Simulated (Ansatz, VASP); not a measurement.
# Cu in VASP and in Ansatz

```xyz
1
Lattice="0.0000 1.8049 1.8049 1.8049 0.0000 1.8049 1.8049 1.8049 0.0000" Properties=species:S:1:pos:R:3 pbc="T T T"
Cu    0.0000    0.0000    0.0000
```

Alike in both runs: task single point; functional PBE; k mesh 4 × 4 × 4; occupations fermi-dirac, width 0.15 eV; non-collinear spin, spin-orbit coupling.

|  | VASP | Ansatz |
| --- | --- | --- |
| version | VASP 6.6.1 | Ansatz 0.2.0 development build |
| potentials or method | VASP PAW PBE potentials, release 64 (Cu) | plane waves, PAW datasets (hand-made set) |
| plane-wave cutoff (eV) | 600 | 700 |
| valence electrons in the cell | 11 | 19 |

```tsv
	VASP	Ansatz	Ansatz less VASP
net moment per atom (μB)	0.00	0.00	0.000
```

The functional is the same, so the differences come from potentials, cutoffs and numerics. VASP's potentials hold 11 valence electrons a cell and Ansatz's 19, so a difference there can come from the potentials and not from the codes. Ansatz's warnings: stress scf threshold loose.

The k mesh is coarse, so the values compare programs but aren't converged.
